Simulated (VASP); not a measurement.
# Ta16H (a cell with a defect) in VASP: single point with PBE

Aim: the single point of Ta16H (a cell with a defect) with PBE.

Everything below comes from runs of VASP 6.6.1. Logs are shortened: lines on timing, memory, paths and dates and some standing lists are left out, and cuts for length are marked.

## Step 1: The cell of the first run

The cell holds a defect, 17 atoms: a = 6.620 Å, b = 6.620 Å, c = 6.620 Å, α = 90.00°, β = 90.00°, γ = 90.00°.

## Step 2: Single point, PBE

File INCAR:

```
ALGO = Normal
EDIFF = 1E-6
ENCUT = 520
GGA = PE
ISIF = 2
ISMEAR = 0
LASPH = T
LCHARG = T
LELF = T
LREAL = Auto
LVHAR = T
LWAVE = F
NBANDS = 102
NELM = 100
PREC = Accurate
SIGMA = 0.1
```

File KPOINTS:

```
k-points
0
Gamma
  3 3 3
```

File POSCAR:

```
Ta16H
1.0
    6.6200000000      0.0000000000      0.0000000000
    0.0000000000      6.6200000000      0.0000000000
    0.0000000000      0.0000000000      6.6200000000
Ta H
16 1
Direct
   -0.0086385196      0.0001885196     -0.0090241692
    0.5013347432      0.0001892749     -0.0016040785
   -0.0009678248      0.5001897281     -0.0013531722
   -0.0012208459      0.0001892749      0.5009463746
    0.2536527190      0.2655780967      0.2532629909
    0.5004610272      0.5001897281      0.0002767372
    0.5011182779      0.0001894260      0.5007323263
    0.7493412387      0.2496099698      0.2488481873
    0.0006616314      0.5001897281      0.5000753776
    0.2536533233      0.7347986405      0.2532628399
    0.2492300604      0.2496096677      0.7489583082
    0.5017832326      0.5001891239      0.5013974320
    0.7493407855      0.7507673716      0.2488483384
    0.7485809668      0.2465021148      0.7481960725
    0.2492308157      0.7507678248      0.7489575529
    0.7485809668      0.7538791541      0.7481959215
    0.1922678248      0.0001879154      0.1918592145
```

Potentials or basis: VASP PAW PBE potentials, release 64 (Ta_pv, H).

On the command line:

```bash
$ cat potpaw_PBE.64/Ta_pv/POTCAR potpaw_PBE.64/H/POTCAR > POTCAR
$ mpirun -np 1 vasp_std > vasp.out
```

OUTCAR:

```text
EDIFF = 1E-6
   ENCUT = 520
   GGA = PE
   ISIF = 2
   ISMEAR = 0
   LASPH = T
   LREAL = Auto
   NELM = 100
   PREC = Accurate

 ion  position               nearest neighbor table
   1  0.991  0.000  0.991-  17 1.88  16 2.80  14 2.80  11 2.86  15 2.86   8 2.86  13 2.86   5 3.02
                            10 3.02   2 3.24   4 3.24   3 3.31   3 3.31   4 3.38   2 3.38
   2  0.501  0.000  0.998-  16 2.84  14 2.84   8 2.86  13 2.86  11 2.87  15 2.87   5 2.94  10 2.94
                             1 3.24   7 3.29   6 3.31   6 3.31   7 3.33   1 3.38
   3  0.999  0.500  0.999-  10 2.85   5 2.85  15 2.87  11 2.87  13 2.87   8 2.87  14 2.88  16 2.88
                             6 3.30   9 3.30   1 3.31   1 3.31   9 3.32   6 3.32
   4  0.999  0.000  0.501-  16 2.84  14 2.84  11 2.86  15 2.86   8 2.87  13 2.87   5 2.94  10 2.94
                             1 3.24   7 3.29   9 3.31   9 3.31   7 3.33   1 3.38
   5  0.254  0.266  0.253-  17 1.85  12 2.79   6 2.81   9 2.81   3 2.85   7 2.91   2 2.94   4 2.94
                             1 3.02  10 3.11   8 3.28  11 3.28  11 3.34   8 3.34  10 3.51
   6  0.500  0.500  0.000-  10 2.81   5 2.81  13 2.86   8 2.86  15 2.88  11 2.88  14 2.88  16 2.88
                             3 3.30  12 3.30   2 3.31   2 3.31  12 3.32   3 3.32
   7  0.501  0.000  0.501-  16 2.83  14 2.83   8 2.86  13 2.86  15 2.86  11 2.86   5 2.91  10 2.91
                             4 3.29   2 3.29  12 3.31  12 3.31   2 3.33   4 3.33
   8  0.749  0.250  0.249-   2 2.86   6 2.86   7 2.86   1 2.86   3 2.87  12 2.87   4 2.87   9 2.88
                             5 3.28  13 3.30  14 3.31  14 3.31  13 3.32   5 3.34
   9  0.001  0.500  0.500-  10 2.81   5 2.81  15 2.86  11 2.86  13 2.88   8 2.88  14 2.88  16 2.88
                             3 3.30  12 3.30   4 3.31   4 3.31  12 3.32   3 3.32
  10  0.254  0.735  0.253-  17 1.85  12 2.79   6 2.81   9 2.81   3 2.85   7 2.91   2 2.94   4 2.94
                             1 3.02   5 3.11  13 3.28  15 3.28  15 3.34  13 3.34   5 3.51
  11  0.249  0.250  0.749-   4 2.86   9 2.86   7 2.86   1 2.86   3 2.87  12 2.87   2 2.87   6 2.88
                             5 3.28  15 3.30  14 3.31  14 3.31  15 3.32   5 3.34
  12  0.502  0.500  0.501-  10 2.79   5 2.79  14 2.86  16 2.86  13 2.87   8 2.87  15 2.87  11 2.87
                             9 3.30   6 3.30   7 3.31   7 3.31   6 3.32   9 3.32
  13  0.749  0.751  0.249-   2 2.86   6 2.86   7 2.86   1 2.86   3 2.87  12 2.87   4 2.87   9 2.88
                            10 3.28   8 3.30  16 3.31  16 3.31   8 3.32  10 3.34
  14  0.749  0.247  0.748-   1 2.80   7 2.83   2 2.84   4 2.84  12 2.86   6 2.88   9 2.88   3 2.88
                            16 3.26   8 3.31  11 3.31  11 3.31   8 3.31  16 3.36
  15  0.249  0.751  0.749-   4 2.86   9 2.86   7 2.86   1 2.86   3 2.87  12 2.87   2 2.87   6 2.88
                            10 3.28  11 3.30  16 3.31  16 3.31  11 3.32  10 3.34
  16  0.749  0.754  0.748-   1 2.80   7 2.83   2 2.84   4 2.84  12 2.86   6 2.88   9 2.88   3 2.88
                            14 3.26  13 3.31  15 3.31  15 3.31  13 3.31  14 3.36
  17  0.192  0.000  0.192-  10 1.85   5 1.85   1 1.88

  LATTYP: Found a simple cubic cell.
 ALAT       =     6.6200000000

  Lattice vectors:

 A1 = (   6.6200000000,   0.0000000000,   0.0000000000)
 A2 = (   0.0000000000,   6.6200000000,   0.0000000000)
 A3 = (   0.0000000000,   0.0000000000,   6.6200000000)

Analysis of symmetry for initial positions (statically):
=====================================================================
 Subroutine PRICEL returns:
 Original cell was already a primitive cell.

 Routine SETGRP: Setting up the symmetry group for a
 simple cubic supercell.

 Subroutine GETGRP returns: Found  2 space group operations
 (whereof  1 operations were pure point group operations)
 out of a pool of 48 trial point group operations.

The static configuration has the point symmetry C_1 .
 The point group associated with its full space group is C_1h.

Analysis of symmetry for dynamics (positions and initial velocities):
=====================================================================
 Subroutine PRICEL returns:
 Original cell was already a primitive cell.

 Routine SETGRP: Setting up the symmetry group for a
 simple cubic supercell.

 Subroutine GETGRP returns: Found  2 space group operations
 (whereof  1 operations were pure point group operations)
 out of a pool of 48 trial point group operations.

The dynamic configuration has the point symmetry C_1 .
 The point group associated with its full space group is C_1h.

 Subroutine INISYM returns: Found  2 space group operations
 (whereof  1 operations are pure point group operations),
 and found     1 'primitive' translations

----------------------------------------------------------------------------------------

                                     Primitive cell
[... 64 lines left out ...]

  Length of vectors
     0.050352467  0.050352467  0.050352467

  Shift w.r.t. Gamma in fractional coordinates (k-lattice)
     0.000000000  0.000000000  0.000000000

 Subroutine IBZKPT returns following result:
 ===========================================

 Found     10 irreducible k-points:

 Following reciprocal coordinates:
            Coordinates               Weight
  0.000000  0.000000  0.000000      1.000000
  0.333333  0.000000  0.000000      2.000000
  0.000000  0.333333  0.000000      2.000000
  0.000000  0.000000  0.333333      2.000000
  0.333333  0.333333  0.000000      4.000000
  0.000000  0.333333  0.333333      4.000000
  0.333333  0.000000  0.333333      2.000000
 -0.333333  0.000000  0.333333      2.000000
  0.333333  0.333333  0.333333      4.000000
 -0.333333  0.333333  0.333333      4.000000
   k-points           NKPTS =     10   k-points in BZ     NKDIM =     10   number of bands    NBANDS=    102
   number of dos      NEDOS =    301   number of ions     NIONS =     17
   total plane-waves  NPLWV = 125000
   dimension x,y,z NGX =    50 NGY =   50 NGZ =   50
   dimension x,y,z NGXF=   100 NGYF=  100 NGZF=  100
   ions per type =              16   1
   NGX,Y,Z   is equivalent  to a cutoff of  12.56, 12.56, 12.56 a.u.
   NGXF,Y,Z  is equivalent  to a cutoff of  25.11, 25.11, 25.11 a.u.
 SYSTEM =  unknown system
   PREC   = accura    normal or accurate (medium, high low for compatibility)
   ISTART =      0    job   : 0-new  1-cont  2-samecut
   ICHARG =      2    charge: 1-file 2-atom 10-const
   ISPIN  =      1    spin polarized calculation?
   LNONCOLLINEAR =      F non collinear calculations
   LSORBIT =      F    spin-orbit coupling
   LASPH  =      T    aspherical Exc in radial PAW
   ENCUT  =  520.0 eV  38.22 Ry    6.18 a.u.  12.31 12.31 12.31*2*pi/ulx,y,z
   NELM   =    100;   NELMIN=  2; NELMDL= -5     # of ELM steps
   EDIFF  = 0.1E-05   stopping-criterion for ELM
   LREAL  =      T    real-space projection
   EDIFFG = 0.1E-04   stopping-criterion for IOM
   NSW    =      0    number of steps for IOM
   IBRION =     -1    ionic relax: 0-MD 1-quasi-New 2-CG
   NFREE  =      0    steps in history (QN), initial steepest desc. (CG)
   ISIF   =      2    stress and relaxation
   ISYM   =      2    0-nonsym 1-usesym 2-fastsym
   POTIM  = 0.5000    time-step for ionic-motion
   TEBEG  =    0.0;   TEEND  =   0.0 temperature during run
   PSTRESS=    0.0 pullay stress
   NELECT =     177.0000    total number of electrons
   NUPDOWN=      -1.0000    fix difference up-down
   EMIN   =  10.00;   EMAX   =-10.00  energy-range for DOS
   EFERMI =   0.00;   METHOD = LEGACY
   ISMEAR =     0;   SIGMA  =   0.10  broadening in eV -4-tet -1-fermi 0-gaus
   EFERMI_NEDOS =   21; number of points for ismear=-14 and -15
   IALGO  =     38    algorithm
   IMIX   =      4    mixing-type and parameters
     AMIX     =   0.40;   BMIX     =  1.00
     AMIX_MAG =   1.60;   BMIX_MAG =  1.00
  volume/ion in A,a.u.               =      17.07       115.17
  Fermi-wavevector in a.u.,A,eV,Ry     =   1.388485  2.623857 26.230553  1.927891
  Thomas-Fermi vector in A             =   2.512607
   LORBIT       =      0    0 simple, 1 ext, 2 COOP (PROOUT), +10 PAW based schemes
   GGA     = PE    functional components
   LHFCALC =     F    Hartree Fock is set to
   AEXX    =    0.0000 exact exchange contribution
   IVDW    =     0    specifies the selected vdW correction
   LEPSILON=     F    determine dielectric tensor
   LRPA    =     F    only Hartree local field effects (RPA)
 non-spin polarized calculation
 Gauss-broadening in eV      SIGMA  =   0.10
  energy-cutoff  :      520.00
  volume of cell :      290.12
 maximum number of plane-waves:      7820
 NGX is ok and might be reduce to    50
   NGX = 25   NGY = 25   NGZ = 25

 number of electron     176.9999970 magnetization

 Free energy of the ion-electron system (eV)
  ---------------------------------------------------
  ext. energy  EPLUGINS =         0.00000000
  ---------------------------------------------------
  free energy    TOTEN  =      -192.26566859 eV

  energy without entropy =     -192.10063626  energy(sigma->0) =     -192.18315242

 E-fermi :   5.4375     XC(G=0): -12.6139

 val. band max:        5.4330053668   @ k =   0.3333   0.3333   0.0000
 cond. band min:       5.4471102789   @ k =  -0.3333   0.0000   0.3333
 fundamental gap:      0.0141049121
 Fermi energy:         5.4374859859

 k-point     1 :       0.0000    0.0000    0.0000
  band No.  band energies     occupation
      1     -28.8137      2.00000
      2     -28.7549      2.00000
      3     -28.7544      2.00000
      4     -28.7524      2.00000
      5     -28.7476      2.00000
      6     -28.7441      2.00000
[... 1019 lines left out ...]
     99       8.4329      0.00000
    100       8.4839      0.00000
 [bands above 100 left out]

------------------------ aborting loop because EDIFF is reached ----------------------------------------

  FORCE on cell =-STRESS in cart. coord.  units (eV):
  Direction    XX          YY          ZZ          XY          YZ          ZX
  --------------------------------------------------------------------------------------
  -------------------------------------------------------------------------------------
  Total        6.5498364      8.4365021      6.5477412      0.0000000      0.0000000      0.7957294
  in kB       36.1715455     46.5906780     36.1599747      0.0000000      0.0000000      4.3944245
  external PRESSURE =      39.6407327 kB  Pullay stress =       0.0000000 kB

 VOLUME and BASIS-vectors are now :
 -----------------------------------------------------------------------------
  energy-cutoff  :      520.00
  volume of cell :      290.12
      direct lattice vectors                 reciprocal lattice vectors
     6.620000000  0.000000000  0.000000000     0.151057402  0.000000000  0.000000000
     0.000000000  6.620000000  0.000000000     0.000000000  0.151057402  0.000000000
     0.000000000  0.000000000  6.620000000     0.000000000  0.000000000  0.151057402

 POSITION                                       TOTAL-FORCE (eV/Angst)
 -----------------------------------------------------------------------------------
      6.56281      0.00125      6.56026        -0.015782      0.000000     -0.015097
      3.31884      0.00125      6.60938         0.007126      0.000000     -0.007076
      6.61359      3.31126      6.61104        -0.004028      0.000000     -0.003802
      6.61192      0.00125      3.31626        -0.007535      0.000000      0.008088
      1.67918      1.75813      1.67660         0.002080      0.023104      0.001990
      3.31305      3.31126      0.00183        -0.000062      0.000000     -0.004151
[... 9 lines left out ...]
      4.95561      4.99068      4.95306        -0.000166     -0.000233     -0.000219
      1.27281      0.00124      1.27011        -0.001317      0.000000     -0.001415
 -----------------------------------------------------------------------------------
    total drift:                                0.003893     -0.035158      0.001176

  FREE ENERGIE OF THE ION-ELECTRON SYSTEM (eV)
  ---------------------------------------------------
  free  energy   TOTEN  =      -192.2656685880 eV

  energy  without entropy=     -192.1006362553  energy(sigma->0) =     -192.18315242
```

Wall time 9.8 min (1 thread of Oxide Virtual Turin-like, shared host); peak memory 0.43 GiB.

Results:

```yaml
Free_energy: -192.2657 eV
Pressure: 4.0 GPa
Largest_force: 0.023 eV/Å
Band_gap_on_the_k_mesh: zero (an odd number of electrons rules out a gap without spin polarisation)
```

Forces on the atoms (eV/Å):
```
Ta  -0.016  0.000 -0.015
Ta   0.007  0.000 -0.007
Ta  -0.004  0.000 -0.004
Ta  -0.008  0.000  0.008
Ta   0.002  0.023  0.002
Ta   0.000  0.000 -0.004
Ta   0.009  0.000  0.009
Ta   0.005  0.008  0.000
Ta  -0.003  0.000 -0.001
Ta   0.002 -0.023  0.002
Ta   0.000  0.008  0.005
Ta   0.002  0.000  0.002
Ta   0.005 -0.008  0.000
Ta   0.000  0.000  0.000
Ta   0.000 -0.008  0.005
Ta   0.000  0.000  0.000
H   -0.001  0.000 -0.001
```

Caveat: spin-orbit coupling is left out, which moves the levels of the heavy elements.
